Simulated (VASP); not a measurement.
Zn4HSe4 (a cell with a defect), 9 atoms in the cell. The cell holds a defect, 9 atoms: a = 5.631 Å, b = 5.631 Å, c = 6.596 Å, α = 115.27°, β = 115.27°, γ = 90.00°. 

| Item | Value |
| --- | --- |
| Program | VASP 6.6.1 |
| Task | single point |
| Functional | LDA |
| Potentials or basis | VASP PAW LDA potentials, release 64 (Zn, Se, H) |
| Cutoff | 520 eV |
| k mesh | 6 × 6 × 6 |
| Occupations | gaussian, width 0.05 eV |
| Spin | no spin polarisation |
| Dipole correction | no |
| Charge | 1 |
| Further INCAR settings | ALGO = Normal; EDIFF = 1e-07; NBANDS = 46; NELECT = 72.0 |

Potentials or basis: VASP PAW LDA potentials, release 64 (Zn, Se, H).

The run is started by

```sh
$ cat potpaw_LDA.64/Zn/POTCAR potpaw_LDA.64/Se/POTCAR potpaw_LDA.64/H/POTCAR > POTCAR
$ mpirun -np 1 vasp_std > vasp.out
```

Hardware: 1 thread of Oxide Virtual Turin-like Processor (shared host).

**Question.** How long does it take, and how much memory?

**Answer.** It took 17 min on 1 thread of Oxide Virtual Turin-like Processor (shared host), peak memory 0.68 GiB. Counts: scf iterations 15, k points 112.
